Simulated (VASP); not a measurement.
# Hf2Pd2Se2Br2O3 (P1) in VASP: a series of runs

Hf2Pd2Se2Br2O3 is run at these levels: LDA, BLYP, PBE, revPBE; tasks: single point.

Everything below comes from runs of VASP 6.6.1. Logs are shortened: lines on timing, memory, paths and dates and some standing lists are left out, and cuts for length are marked.

## Step 1: The cell of the first run

The typed cell holds 11 atoms: a = 5.761 Å, b = 5.870 Å, c = 6.872 Å, α = 96.27°, β = 102.51°, γ = 95.11°.

## Step 2: Single point, LDA

The input, INCAR:

```
ALGO = Normal
EDIFF = 1E-7
ENCUT = 520
ISIF = 2
ISMEAR = -1
LASPH = T
LCHARG = F
LREAL = F
LWAVE = F
NBANDS = 53
NELM = 80
PREC = Accurate
SIGMA = 0.05
```

The input, KPOINTS:

```
k-points
0
Gamma
  4 4 3
```

The input, POSCAR:

```
Hf2Pd2Se2Br2O3
1.0
    5.7606900000      0.0049600000     -0.0028600000
   -0.5275000000      5.8466400000      0.0341300000
   -1.4843500000     -0.9264200000      6.6458600000
Hf Pd Se Br O
2 2 2 2 3
Direct
    0.7454000000      0.3960200000      0.3498900000
    0.2876300000      0.4532200000      0.5940100000
    0.9085400000      0.1329400000      0.8484900000
    0.2524900000      0.9032300000      0.3587400000
    0.6346900000      0.4035500000      0.9371600000
    0.6259700000      0.7817400000      0.5302300000
    0.8527300000      0.9908900000      0.1535500000
    0.2252600000      0.8208400000      0.8622300000
    0.9604000000      0.2892500000      0.5902600000
    0.4323300000      0.2452400000      0.4086400000
    0.0745700000      0.5830800000      0.3668200000
```

Potentials or basis: VASP PAW LDA potentials, release 64 (Hf_pv, Pd, Se, Br, O).

Run with:

```sh
$ cat potpaw_LDA.64/Hf_pv/POTCAR potpaw_LDA.64/Pd/POTCAR potpaw_LDA.64/Se/POTCAR potpaw_LDA.64/Br/POTCAR potpaw_LDA.64/O/POTCAR > POTCAR
$ mpirun -np 1 vasp_std > vasp.out
```

OUTCAR:

```text
EDIFF = 1E-7
   ENCUT = 520
   ISIF = 2
   ISMEAR = -1
   LASPH = T
   LREAL = F
   NELM = 80
   PREC = Accurate

 ion  position               nearest neighbor table
   1  0.745  0.396  0.350-   9 2.03  10 2.08  11 2.08   6 2.68   5 2.78   7 2.79   2 3.18   2 3.44

   2  0.288  0.453  0.594-  10 2.03  11 2.03   9 2.03   6 2.76   8 2.78   5 2.80   1 3.18   4 3.24
                             4 3.42   1 3.44   3 3.61
   3  0.909  0.133  0.848-   9 2.15   7 2.41   5 2.46   8 2.69   6 2.93   2 3.61
   4  0.252  0.903  0.359-  11 2.07  10 2.13   6 2.43   7 2.55   2 3.24   2 3.42
   5  0.635  0.404  0.937-   3 2.46   1 2.78   2 2.80
   6  0.626  0.782  0.530-   4 2.43   1 2.68   2 2.76   3 2.93
   7  0.853  0.991  0.154-   3 2.41   4 2.55   1 2.79
   8  0.225  0.821  0.862-   3 2.69   2 2.78
   9  0.960  0.289  0.590-   2 2.03   1 2.03   3 2.15
  10  0.432  0.245  0.409-   2 2.03   1 2.08   4 2.13
  11  0.075  0.583  0.367-   2 2.03   4 2.07   1 2.08

  LATTYP: Found a triclinic cell.
 ALAT       =    10.6094872182
 B/A-ratio  =     1.2753245958
 C/A-ratio  =     0.6477538455
 COS(alpha) =     0.0025677986
 COS(beta)  =     0.5905909896
 COS(gamma) =     0.7758798851

  Lattice vectors:

 A1 = (  -4.8038400000,   6.7681000000,  -6.6088700000)
 A2 = (  -6.8156900000,  11.6883200000,   0.0711200000)
 A3 = (   1.4843500000,   0.9264200000,  -6.6458600000)

Analysis of symmetry for initial positions (statically):
=====================================================================
 Subroutine PRICEL returns:
 Original cell was already a primitive cell.

 Routine SETGRP: Setting up the symmetry group for a
 triclinic supercell.

 Subroutine GETGRP returns: Found  1 space group operations
 (whereof  1 operations were pure point group operations)
 out of a pool of  2 trial point group operations.

The static configuration has the point symmetry C_1 .

Analysis of symmetry for dynamics (positions and initial velocities):
=====================================================================
 Subroutine PRICEL returns:
 Original cell was already a primitive cell.

 Routine SETGRP: Setting up the symmetry group for a
 triclinic supercell.

 Subroutine GETGRP returns: Found  1 space group operations
 (whereof  1 operations were pure point group operations)
 out of a pool of  2 trial point group operations.

The dynamic configuration has the point symmetry C_1 .

 Subroutine INISYM returns: Found  1 space group operations
 (whereof  1 operations are pure point group operations),
 and found     1 'primitive' translations

----------------------------------------------------------------------------------------

                                     Primitive cell

  volume of cell :     224.0102

  direct lattice vectors                    reciprocal lattice vectors
     5.760690000  0.004960000 -0.002860000     0.173597354  0.015423543  0.040922907
    -0.527500000  5.846640000  0.034130000    -0.000135324  0.170887317  0.023791136
    -1.484350000 -0.926420000  6.645860000     0.000075401 -0.000870959  0.150365047

  length of vectors
     5.760692845  5.870487237  6.872336144     0.179021259  0.172535538  0.150367588

  position of ions in fractional coordinates (direct lattice)
     0.745400000  0.396020000  0.349890000
     0.287630000  0.453220000  0.594010000
     0.908540000  0.132940000  0.848490000
     0.252490000  0.903230000  0.358740000
     0.634690000  0.403550000  0.937160000
     0.625970000  0.781740000  0.530230000
     0.852730000  0.990890000  0.153550000
     0.225260000  0.820840000  0.862230000
     0.960400000  0.289250000  0.590260000
     0.432330000  0.245240000  0.408640000
     0.074570000  0.583080000  0.366820000

  ion indices of the primitive-cell ions
   primitive index   ion index
                 1           1
                 2           2
                 3           3
                 4           4
                 5           5
                 6           6
                 7           7
                 8           8
                 9           9
[... 54 lines left out ...]

 val. band max:        3.0485938528   @ k =   0.5000   0.0000   0.0000
 cond. band min:       3.1977335383   @ k =   0.5000   0.5000   0.0000
 fundamental gap:      0.1491396855
 Fermi energy:         3.1458985139

 k-point     1 :       0.0000    0.0000    0.0000
  band No.  band energies     occupation
      1     -28.2654      2.00000
      2     -28.0420      2.00000
      3     -28.0199      2.00000
      4     -27.9464      2.00000
      5     -27.9137      2.00000
      6     -27.8098      2.00000
[... 45 lines left out ...]
     52       7.4266      0.00000
     53       8.1734      0.00000

 k-point     2 :       0.2500    0.0000    0.0000
  band No.  band energies     occupation
      1     -28.2495      2.00000
      2     -28.0628      2.00000
      3     -28.0187      2.00000
      4     -27.9433      2.00000
      5     -27.9032      2.00000
      6     -27.8211      2.00000
[... 45 lines left out ...]
     52       7.5501      0.00000
     53       8.1611      0.00000

 k-point     3 :       0.5000    0.0000    0.0000
  band No.  band energies     occupation
      1     -28.2287      2.00000
      2     -28.0904      2.00000
      3     -28.0125      2.00000
      4     -27.9470      2.00000
      5     -27.8808      2.00000
      6     -27.8404      2.00000
[... 45 lines left out ...]
     52       7.9110      0.00000
     53       8.0104      0.00000
[... 1065 lines left out ...]
 k-point    23 :       0.0000   -0.2500    0.3333
  band No.  band energies     occupation
      1     -28.2652      2.00000
      2     -28.0422      2.00000
      3     -28.0198      2.00000
      4     -27.9465      2.00000
      5     -27.9139      2.00000
      6     -27.8101      2.00000
[... 45 lines left out ...]
     52       7.5416      0.00000
     53       8.0730      0.00000

 k-point    24 :       0.2500   -0.2500    0.3333
  band No.  band energies     occupation
      1     -28.2493      2.00000
      2     -28.0624      2.00000
      3     -28.0189      2.00000
      4     -27.9437      2.00000
      5     -27.9035      2.00000
      6     -27.8210      2.00000
[... 45 lines left out ...]
     52       7.8166      0.00000
     53       8.1984      0.00000

 [... further k-points ...]

------------------------ aborting loop because EDIFF is reached ----------------------------------------

  FORCE on cell =-STRESS in cart. coord.  units (eV):
  Direction    XX          YY          ZZ          XY          YZ          ZX
  --------------------------------------------------------------------------------------
  -------------------------------------------------------------------------------------
  Total      -11.1533001    -10.7045608     -9.8236311     -0.2338319      0.7195810     -0.2773211
  in kB      -79.7712261    -76.5617291    -70.2610973     -1.6724251      5.1466255     -1.9834704
  external PRESSURE =     -75.5313508 kB  Pullay stress =       0.0000000 kB

 VOLUME and BASIS-vectors are now :
 -----------------------------------------------------------------------------
  energy-cutoff  :      520.00
  volume of cell :      224.01
      direct lattice vectors                 reciprocal lattice vectors
     5.760690000  0.004960000 -0.002860000     0.173597354  0.015423543  0.040922907
    -0.527500000  5.846640000  0.034130000    -0.000135324  0.170887317  0.023791136
    -1.484350000 -0.926420000  6.645860000     0.000075401 -0.000870959  0.150365047

 POSITION                                       TOTAL-FORCE (eV/Angst)
 -----------------------------------------------------------------------------------
      3.56576      1.99494      2.33670         0.285264     -0.161491      0.481295
      0.53615      2.10094      3.96235        -0.326403     -0.108264     -0.614157
      3.90424     -0.00430      5.64088        -0.086849     -0.003265     -0.156865
      0.44557      4.94977      2.41424        -0.039405     -0.039011      0.096793
      2.05231      1.49436      6.24019         0.165037     -0.176131     -0.047091
      2.40660      4.08244      3.54872        -0.200878     -0.033346     -0.112615
      4.16170      5.65535      1.05185         0.260034      0.194192     -0.021188
     -0.41519      4.00149      5.75763        -0.093891      0.027492     -0.128058
      4.50383      1.14908      3.92991         0.082395      0.276130     -0.128882
      1.75459      1.05740      2.72290         0.003472      0.130342      0.212248
     -0.42249      3.06960      2.45752        -0.048775     -0.106648      0.418521
 -----------------------------------------------------------------------------------
    total drift:                               -0.000965     -0.000383     -0.000302

  FREE ENERGIE OF THE ION-ELECTRON SYSTEM (eV)
  ---------------------------------------------------
  free  energy   TOTEN  =       -79.6966314537 eV

  energy  without entropy=      -79.6877214966  energy(sigma->0) =      -79.69217648
```

Run time: 8.7 min. Hardware: 1 thread of Intel Xeon Platinum 8375C at 2.90GHz (Ice Lake), shared host; peak memory 0.48 GiB.

Results:

- Free energy: -79.6966 eV
- Pressure: -7.6 GPa
- Largest force: 0.704 eV/Å
- Band gap on the k mesh: 0.15 eV (least direct gap 0.30 eV)

Forces in eV/Å, atoms in the order of the input:
```
Hf   0.285 -0.161  0.481
Hf  -0.326 -0.108 -0.614
Pd  -0.087 -0.003 -0.157
Pd  -0.039 -0.039  0.097
Se   0.165 -0.176 -0.047
Se  -0.201 -0.033 -0.113
Br   0.260  0.194 -0.021
Br  -0.094  0.027 -0.128
O    0.082  0.276 -0.129
O    0.003  0.130  0.212
O   -0.049 -0.107  0.419
```

Caveat: the cell stands under tension; spin-orbit coupling is left out, which moves the levels of the heavy elements; an odd mesh through Γ misses points on the zone boundary, where band edges can lie.

## Step 3: Single point, BLYP

This run uses another cell than the first one, of 21.55 Å³/atom.

The input, INCAR:

```
SYSTEM = Hf2Pd2Se2Br2O3
PREC = Accurate
ENCUT = 520
EDIFF = 1E-7
ISMEAR = -1
SIGMA = 0.05
LREAL = .FALSE.
LASPH = .TRUE.
NELM = 100
ALGO = Normal
ISIF = 2
LWAVE = .FALSE.
LCHARG = .FALSE.
GGA = B5
ALDAX = 1.0
AGGAX = 1.0
AGGAC = 1.0
ALDAC = 0.0
NBANDS = 53
```

The input, KPOINTS:

```
Automatic mesh
0
G
  4 4 3
  0 0 0
```

The input, POSCAR:

```
Hf2Pd2Se2Br2O3
1.0
    5.8329201462     -0.0128802862     -0.0009025288
   -0.5523321496      5.9898975811      0.0343280639
   -1.4977520029     -0.9445815712      6.7798720125
Hf Pd Se Br O
2 2 2 2 3
Direct
    0.7463632014      0.3942015563      0.3520112608
    0.2864308168      0.4546907017      0.5923939954
    0.9063395044      0.1383590310      0.8473636972
    0.2545279227      0.9022462797      0.3572422763
    0.6303502213      0.4025033211      0.9392086790
    0.6250449543      0.7766781956      0.5258477103
    0.8554673088      0.9964713430      0.1533368990
    0.2236086145      0.8124938356      0.8594622795
    0.9608717774      0.2918562866      0.5889548160
    0.4355876921      0.2487234531      0.4142455765
    0.0754179862      0.5817759963      0.3699528101
```

Potentials or basis: VASP PAW PBE potentials, release 64 (Hf_pv, Pd, Se, Br, O).

Run with:

```sh
$ cat potpaw_PBE.64/Hf_pv/POTCAR potpaw_PBE.64/Pd/POTCAR potpaw_PBE.64/Se/POTCAR potpaw_PBE.64/Br/POTCAR potpaw_PBE.64/O/POTCAR > POTCAR
$ mpirun -np 1 vasp_std > vasp.out
```

Wall time 11 min (1 thread of Intel Xeon Platinum 8259CL at 2.50GHz (Skylake/Cascade Lake), shared host); peak memory 0.56 GiB.

It converged, with:

```yaml
Free_energy: -65.9522 eV
Pressure: -0.3 GPa
Largest_force: 0.144 eV/Å
Band_gap_on_the_k_mesh: 0.17 eV (least direct gap 0.28 eV)
```

Forces in eV/Å, atoms in the order of the input:
```
Hf   0.057 -0.032  0.108
Hf  -0.077 -0.028 -0.119
Pd   0.025 -0.007 -0.037
Pd  -0.012  0.017 -0.010
Se  -0.027  0.016  0.006
Se   0.017 -0.025  0.011
Br  -0.019  0.007  0.023
Br   0.008 -0.018 -0.007
O    0.039  0.081 -0.069
O    0.034  0.097  0.032
O   -0.045 -0.108  0.061
```

Stress tensor (GPa, compression positive):
```
-0.42 -0.11 -0.02
-0.11 -0.25  0.00
-0.02  0.00 -0.26
```

Levels at points of the mesh, in eV from the valence-band top:
```tsv
k point	band 39	band 40	band 41	band 42	band 43	band 44	band 45	band 46
(0.00, 0.00, 0.00)	-0.75	-0.64	-0.27	-0.14	0.45	0.53	2.60	3.08
(0.50, 0.00, 0.00)	-0.95	-0.82	-0.47	0.00	0.77	1.12	2.59	2.83
(0.00, 0.50, 0.00)	-0.91	-0.72	-0.34	-0.23	0.70	1.15	2.52	3.04
(0.50, 0.50, 0.00)	-0.93	-0.70	-0.46	-0.10	0.17	0.88	2.48	2.64
```

Caveat: the PAW data sets were made with another functional, which shifts forces and pressure a little; spin-orbit coupling is left out, which moves the levels of the heavy elements; an odd mesh through Γ misses points on the zone boundary, where band edges can lie.

## Step 4: Single point, PBE

The input, INCAR:

```
SYSTEM = Hf2Pd2Se2Br2O3
PREC = Accurate ; ENCUT = 520
EDIFF = 1E-6 ; ISMEAR = -1
SIGMA = 0.05 ; LREAL = .FALSE.
LASPH = .TRUE. ; NELM = 80
ALGO = Normal ; ISIF = 2
LWAVE = .FALSE. ; LCHARG = .FALSE.
GGA = PE ; NBANDS = 53
```

KPOINTS is that of step 3.

The input, POSCAR:

```
Hf2Pd2Se2Br2O3
1.0
    5.7603729942      0.0044981689     -0.0034313835
   -0.5279432345      5.8470298418      0.0344929764
   -1.4848529634     -0.9260092900      6.6471041227
Hf Pd Se Br O
2 2 2 2 3
Direct
    0.7454620943      0.3960575288      0.3499096633
    0.2876158645      0.4531810291      0.5940559305
    0.9081868185      0.1326882764      0.8482607440
    0.2525576447      0.9033340416      0.3588162215
    0.6344263562      0.4034080542      0.9370384053
    0.6261080899      0.7818896058      0.5302735529
    0.8528365865      0.9908828745      0.1536272569
    0.2253753730      0.8208153956      0.8621405167
    0.9603628411      0.2892474417      0.5902628874
    0.4324197955      0.2454052314      0.4087386409
    0.0746585359      0.5830905209      0.3668961805
```

Run with:

```sh
$ cat potpaw_PBE.64/Hf_pv/POTCAR potpaw_PBE.64/Pd/POTCAR potpaw_PBE.64/Se/POTCAR potpaw_PBE.64/Br/POTCAR potpaw_PBE.64/O/POTCAR > POTCAR
$ mpirun -np 1 vasp_std > vasp.out
```

It took 5.1 min on 1 thread of Intel Xeon Platinum 8488C (Sapphire Rapids), shared host; peak memory 0.55 GiB.

Results (log left out):

| Property | Result |
| --- | --- |
| Free energy | -71.2207 eV |
| Pressure | -0.6 GPa |
| Largest force | 0.181 eV/Å |
| Band gap on the k mesh | 0.19 eV (least direct gap 0.33 eV) |

Forces in eV/Å, atoms in the order of the input:
```
Hf   0.074 -0.043  0.129
Hf  -0.090 -0.022 -0.155
Pd   0.009 -0.001 -0.023
Pd  -0.004  0.009 -0.001
Se  -0.019  0.008  0.004
Se   0.001 -0.043  0.004
Br  -0.015  0.019  0.019
Br   0.013 -0.027 -0.022
O    0.049  0.112 -0.090
O    0.043  0.120  0.050
O   -0.061 -0.132  0.085
```

Stress tensor (GPa, compression positive):
```
-0.76 -0.10 -0.03
-0.10 -0.51  0.02
-0.03  0.02 -0.51
```

Levels at points of the mesh, in eV from the valence-band top:
```csv
k point,band 40,band 41,band 42,band 43,band 44,band 45
"(0.00, 0.00, 0.00)",-0.70,-0.30,-0.22,0.48,0.57,2.66
"(0.50, 0.00, 0.00)",-0.91,-0.52,0.00,0.89,1.24,2.65
"(0.00, 0.50, 0.00)",-0.78,-0.42,-0.27,0.80,1.27,2.53
"(0.50, 0.50, 0.00)",-0.75,-0.52,-0.14,0.19,0.97,2.47
```

Caveat: spin-orbit coupling is left out, which moves the levels of the heavy elements; an odd mesh through Γ misses points on the zone boundary, where band edges can lie.

## Step 5: Single point, revPBE

This run uses another cell than the first one, of 20.99 Å³/atom.

The input, INCAR:

```
  PREC = Accurate
  ENCUT = 520
  EDIFF = 1E-6
  ISMEAR = -1
  SIGMA = 0.05
  LREAL = F
  LASPH = T
  NELM = 80
  ALGO = Normal
  ISIF = 2
  LWAVE = F
  LCHARG = F
  GGA = RE
  NBANDS = 53
```

The input, KPOINTS:

```
regular mesh
0
Gamma
  4 4 3
```

The input, POSCAR:

```
Hf2Pd2Se2Br2O3
1.0
    5.7990801915      0.0090869062     -0.0011297473
   -0.5268658780      5.9139376669      0.0516176354
   -1.4928772187     -0.9185947016      6.7244829918
Hf Pd Se Br O
2 2 2 2 3
Direct
    0.7461033312      0.3958923558      0.3516064864
    0.2868260527      0.4539188061      0.5920209356
    0.9074013493      0.1357108542      0.8494531551
    0.2540772867      0.9023922364      0.3585691477
    0.6325220324      0.4020343087      0.9384128722
    0.6249477327      0.7783547206      0.5293785572
    0.8561116542      0.9952962342      0.1546586363
    0.2219081591      0.8171818533      0.8580959385
    0.9610342981      0.2904263624      0.5896752150
    0.4342668137      0.2467064480      0.4114072409
    0.0748112899      0.5820858204      0.3667418150
```

Run with:

```sh
$ cat potpaw_PBE.64/Hf_pv/POTCAR potpaw_PBE.64/Pd/POTCAR potpaw_PBE.64/Se/POTCAR potpaw_PBE.64/Br/POTCAR potpaw_PBE.64/O/POTCAR > POTCAR
$ mpirun -np 1 vasp_std > vasp.out
```

It took 12 min on 1 thread of AMD EPYC 7R43 (Zen 3), shared host; peak memory 0.49 GiB.

It converged, with:

| Item | Value |
| --- | --- |
| Free energy | -67.4873 eV |
| Pressure | -0.6 GPa |
| Largest force | 0.182 eV/Å |
| Band gap on the k mesh | 0.22 eV (least direct gap 0.31 eV) |

Forces in eV/Å, atoms in the order of the input:
```
Hf   0.072 -0.041  0.133
Hf  -0.092 -0.022 -0.155
Pd   0.010  0.001 -0.020
Pd  -0.005  0.007  0.000
Se  -0.018  0.007  0.004
Se  -0.001 -0.048  0.002
Br  -0.014  0.021  0.017
Br   0.013 -0.026 -0.023
O    0.050  0.111 -0.091
O    0.041  0.118  0.048
O   -0.057 -0.128  0.086
```

Stress tensor (GPa, compression positive):
```
-0.76 -0.09 -0.03
-0.09 -0.50  0.02
-0.03  0.02 -0.51
```

Levels at points of the mesh, in eV from the valence-band top:
| k point | band 40 | band 41 | band 42 | band 43 | band 44 | band 45 |
| --- | --- | --- | --- | --- | --- | --- |
| (0.00, 0.00, 0.00) | -0.66 | -0.28 | -0.15 | 0.49 | 0.60 | 2.70 |
| (0.50, 0.00, 0.00) | -0.83 | -0.46 | -0.01 | 0.86 | 1.23 | 2.70 |
| (0.00, 0.50, 0.00) | -0.73 | -0.35 | -0.24 | 0.77 | 1.27 | 2.61 |
| (0.50, 0.50, 0.00) | -0.71 | -0.48 | -0.09 | 0.22 | 0.96 | 2.53 |

Caveat: the PAW data sets were made with another functional, which shifts forces and pressure a little; spin-orbit coupling is left out, which moves the levels of the heavy elements; an odd mesh through Γ misses points on the zone boundary, where band edges can lie.

## Step 6: Summary

```tsv
level	potentials or basis	cell	gap on the mesh (eV)	pressure (GPa)	largest force (eV/Å)
LDA	VASP PAW LDA potentials, release 64 (Hf_pv, Pd, Se, Br, O)	a = 5.761, b = 5.870, c = 6.872 Å, angles 96.3, 102.5, 95.1°, 11 atoms, atomic positions A	0.15	-7.6	0.70
BLYP	VASP PAW PBE potentials, release 64 (Hf_pv, Pd, Se, Br, O)	a = 5.833, b = 6.015, c = 7.007 Å, angles 96.3, 102.3, 95.4°, 11 atoms, atomic positions B	0.17	-0.3	0.14
PBE	VASP PAW PBE potentials, release 64 (Hf_pv, Pd, Se, Br, O)	a = 5.760, b = 5.871, c = 6.874 Å, angles 96.3, 102.5, 95.1°, 11 atoms, atomic positions A	0.19	-0.6	0.18
revPBE	VASP PAW PBE potentials, release 64 (Hf_pv, Pd, Se, Br, O)	a = 5.799, b = 5.938, c = 6.949 Å, angles 96.0, 102.4, 95.0°, 11 atoms, atomic positions C	0.22	-0.6	0.18
```

Alike in all rows: task single point; no spin polarisation; k mesh 4 × 4 × 3; cutoff (eV) 520; smearing fermi-dirac 0.05 eV.

Caveats: spin-orbit coupling is left out, which moves the levels of the heavy elements; an odd mesh through Γ misses points on the zone boundary, where band edges can lie; the PAW data sets were made with another functional, which shifts forces and pressure a little (at least some runs); the cell stands under tension (at least some runs).

Total energies depend on the potentials used, so only differences within one code and one set of settings carry meaning.
